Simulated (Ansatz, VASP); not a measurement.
**One calculation of Ge, two programs**

File INCAR:

```
SYSTEM = Ge
ALGO = Normal ; EDIFF = 1E-6
ENCUT = 520 ; GGA = PS
ISIF = 2 ; ISMEAR = -1
LASPH = .TRUE. ; LCHARG = .FALSE.
LREAL = .FALSE. ; LWAVE = .FALSE.
NBANDS = 21 ; NELM = 60
PREC = Accurate ; SIGMA = 0.1
```

The input KPOINTS:

```
k-points
0
G
  14 14 8
  0 0 0
```

The input POSCAR:

```
Ge
1.0
    3.0496330708      0.0000000000      0.0000000000
   -1.5248165354      2.6410597116      0.0000000000
    0.0000000000      0.0000000000      4.7392078711
Ge
2
Direct
    0.3333333333      0.6666666667      0.2500000000
    0.6666666667      0.3333333333      0.7500000000
```

Input for Ansatz:

```yaml
crystal:
  lattice:
    - [3.0496330708, 0.0, 0.0]
    - [-1.5248165354, 2.6410597116, 0.0]
    - [0.0, 0.0, 4.7392078711]
  atoms:
    - { symbol: Ge, position: [0.3333333333, 0.6666666667, 0.25] }
    - { symbol: Ge, position: [0.6666666667, 0.3333333333, 0.75] }
hamiltonian:
  xc: pbesol
  pseudopotentials:
    kind: paw
    azcp:
      Ge: "pseudopotentials/Ge.paw.azcp"
basis:
  ecutwfc: 420
  fft_grid_basis: typed
kpoints:
  mp_grid: { grid: [14, 14, 8], shift: [0, 0, 0] }
magnetization:
  spin_polarized: false
scf:
  occupations: { method: fermi_dirac, width: 0.1 }
  lower_state_search: "off"
output:
  stress: true
```

Alike in both runs: task single point; functional PBEsol; k mesh 14 × 14 × 8; occupations fermi-dirac, width 0.1 eV; no spin polarisation.

|  | VASP | Ansatz |
| --- | --- | --- |
| version | VASP 6.6.1 | Ansatz 0.2.0 |
| potentials or method | VASP PAW PBE potentials, release 64 (Ge_d), cutoff 520 eV | plane waves (420 eV) with PAW, scalar-relativistic |
| valence electrons in the cell | 28 | 28 |

|  | VASP | Ansatz | Ansatz less VASP |
| --- | --- | --- | --- |
| pressure (GPa) | -2.4 | -2.5 | -0.03 |
| traceless stress, the component that is largest in VASP (GPa) | 1.71 | 1.71 | 0.000 |

VASP's potentials were made for PBE, not for PBEsol, and Ansatz warns of the same on its side. The functional is the same, so the differences come from potentials, cutoffs and numerics.
